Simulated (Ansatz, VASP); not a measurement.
# One calculation of Si, two programs

POSCAR

```
Si
1.0
    0.0000000000      2.7135600000      2.7135600000
    2.7135600000      0.0000000000      2.7135600000
    2.7135600000      2.7135600000      0.0000000000
Si
2
Direct
    0.7500000000      0.7500000000      0.7500000000
    0.5000000000      0.5000000000      0.5000000000
```

File INCAR.step1:

```
SYSTEM = Si
PREC = Accurate
ENCUT = 600
ISMEAR = -1
SIGMA = 0.02
LREAL = .False.
LASPH = .True.
NELM = 80
GGA = PE
ALGO = Normal
EDIFF = 1E-4
LWAVE = .True.
LCHARG = .False.
```

INCAR.step2

```
SYSTEM = Si
PREC = Accurate
ENCUT = 600
EDIFF = 1E-7
ISMEAR = -1
SIGMA = 0.02
LREAL = .False.
LASPH = .True.
NELM = 80
ALGO = Normal
ISIF = 3
LWAVE = .False.
LCHARG = .False.
METAGGA = R2SCAN
LMIXTAU = .True.
IBRION = 2
NSW = 80
EDIFFG = -0.01
ISTART = 1
```

File KPOINTS:

```
regular mesh
0
Gamma
  6 6 6
  0 0 0
```

Input for Ansatz:

```yaml
crystal:
  lattice:
    - [0.0, 2.71356, 2.71356]
    - [2.71356, 0.0, 2.71356]
    - [2.71356, 2.71356, 0.0]
  atoms:
    - { symbol: Si, position: [0.75, 0.75, 0.75] }
    - { symbol: Si, position: [0.5, 0.5, 0.5] }
accuracy: low
basis:
  ecutwfc: 544.22772491976
kpoints:
  mp_grid:
    grid: [6, 6, 6]
    shift: [0.0, 0.0, 0.0]
hamiltonian:
  xc: r2scan
  dispersion: none
scf:
  max_iter: 200
  occupations:
    method: fermi_dirac
    width: 0.02
relax:
  cell: {}
```

Alike in both runs: task relaxation of cell and atoms; functional r2SCAN; k mesh 6 × 6 × 6; occupations fermi-dirac, width 0.02 eV; no spin polarisation.

|  | VASP | Ansatz |
| --- | --- | --- |
| version | VASP 6.6.1 | Ansatz 0.2.0 |
| potentials or method | VASP PAW PBE potentials, release 64 (Si), cutoff 600 eV | plane waves, PAW |
| valence electrons in the cell | 8 | 8 |

|  | VASP | Ansatz | Ansatz less VASP |
| --- | --- | --- | --- |
| relaxed volume (Å³/atom) | 20.13 | 20.18 | +0.050 |
| relaxed cell length with the largest relative difference (Å) | 3.847 | 3.850 | +0.0032 |

VASP's potentials were made for PBE, not for r2SCAN.
